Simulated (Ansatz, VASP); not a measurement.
## Ag: VASP beside Ansatz

```
CELL_PARAMETERS angstrom
0.00000 2.05207 2.05207
2.05207 0.00000 2.05207
2.05207 2.05207 0.00000
ATOMIC_POSITIONS crystal
Ag 0.00000 0.00000 0.00000
```

Alike in both runs: functional r2SCAN; k mesh 18 × 18 × 18; occupations gaussian, width 0.1 eV; no spin polarisation.

Ansatz relaxed the structure, and its values are those at the end. VASP's run is a single point on that final structure, the one shown.

|  | VASP | Ansatz |
| --- | --- | --- |
| version | VASP 6.6.1 | Ansatz 0.2.0 |
| potentials or method | VASP PAW PBE potentials, release 64 (Ag), cutoff 520 eV | scalar-relativistic, plane waves, PAW |
| valence electrons in the cell | 11 | 19 |

VASP gave:

| Quantity | Value |
| --- | --- |
| gap on the k mesh at the Fermi level (eV) | none |
| pressure (GPa) | 0.1 |

Problem. What did Ansatz give for the same quantities?

Solution. gap on the k mesh at the Fermi level (eV): none; pressure (GPa): 0.0.

VASP's potentials were made for PBE, not for r2SCAN. A gap of «none» marks a metal or a gap that the smearing closes. VASP's potentials hold 11 valence electrons a cell and Ansatz's 19, so a difference there can come from the potentials and not from the codes.
